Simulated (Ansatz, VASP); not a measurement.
Two plane-wave programs on ZnSe

File INCAR:

```
SYSTEM = ZnSe
PREC = Accurate
ENCUT = 520
EDIFF = 1E-6
ISMEAR = 0
SIGMA = 0.05
LREAL = .False.
LASPH = .True.
NELM = 80
ALGO = Normal
ISIF = 2
LWAVE = .False.
LCHARG = .False.
GGA = CA
NBANDS = 16
```

File KPOINTS:

```
Automatic mesh
0
Gamma
  10 10 10
  0 0 0
```

The input POSCAR:

```
ZnSe
1.0
    0.0000000000      2.4980117071      2.9966551189
    2.9966551189      0.0000000000      2.9966551189
    2.9966551189      2.4980117071      0.0000000000
Zn Se
1 1
Direct
    0.0000000000      0.0000000000      0.0000000000
    0.7500000000      0.7500000000      0.7500000000
```

Input for Ansatz:

```yaml
crystal:
  lattice:
    - [0.0, 2.4980117071, 2.9966551189]
    - [2.9966551189, 0.0, 2.9966551189]
    - [2.9966551189, 2.4980117071, 0.0]
  atoms:
    - { symbol: Zn, position: [0.0, 0.0, 0.0] }
    - { symbol: Se, position: [0.75, 0.75, 0.75] }
basis:
  ecutwfc: 520.0
kpoints:
  mp_grid: { grid: [10, 10, 10] }
hamiltonian:
  xc: lda
  pseudopotentials: { kind: paw, azcp: { folder: soft_1 } }
scf:
  occupations: { method: gaussian, width: 0.05 }
output:
  forces: true
  stress: true
  eigenvalues: true
```

Alike in both runs: task single point; functional LDA; k mesh 10 × 10 × 10; occupations gaussian, width 0.05 eV; no spin polarisation.

|  | VASP | Ansatz |
| --- | --- | --- |
| version | VASP 6.6.1 | Ansatz 0.2.0 |
| potentials or method | VASP PAW LDA potentials, release 64 (Zn, Se), cutoff 520 eV | scalar-relativistic, plane waves, PAW |
| valence electrons in the cell | 18 | 28 |

Ansatz gave:

* gap on the k mesh at the Fermi level (eV): 0.68
* least direct gap on the mesh (eV): 0.68
* pressure (GPa): -3.3
* traceless stress, the component that is largest in VASP (GPa): 3.48

Q: Estimate VASP's values.

A: gap on the k mesh at the Fermi level (eV): 0.72; least direct gap on the mesh (eV): 0.72; pressure (GPa): -3.0; traceless stress, the component that is largest in VASP (GPa): 3.43.

Ansatz warns that its potentials were made for another functional, while VASP's fit it. LDA's correlation is that of Perdew and Zunger in VASP and of Perdew and Wang (1992) in Ansatz. VASP's potentials hold 18 valence electrons a cell and Ansatz's 28, so a difference there can come from the potentials and not from the codes.
